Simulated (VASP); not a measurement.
A run of VASP 6.6.1 is set up as follows.

File INCAR:

```
PREC = Accurate
ENCUT = 520
EDIFF = 1E-7
ISMEAR = -1
SIGMA = 0.05
LREAL = F
LASPH = T
NELM = 100
ALGO = Normal
ISIF = 2
LWAVE = F
LCHARG = F
GGA = PE
IVDW = 13
NBANDS = 8
```

Contents of KPOINTS:

```
regular mesh
0
Gamma
  11 11 11
```

File POSCAR:

```
Al
1.0
    0.0000000000      1.9942241557      1.9942241557
    1.9942241557      0.0000000000      1.9942241557
    1.9942241557      1.9942241557      0.0000000000
Al
1
Direct
    0.0000000000      0.0000000000      0.0000000000
```

Potentials or basis: VASP PAW PBE potentials, release 64 (Al).

Launch:

```sh
$ cat potpaw_PBE.64/Al/POTCAR > POTCAR
$ mpirun -np 1 vasp_std > vasp.out
```

Q: Estimate the dispersion energy per atom.

A: -0.357 eV.

Q: What does it give for the pressure?

A: 0.0 GPa.

Caveat: pairwise dispersion overbinds metals, which lowers pressure and volume.
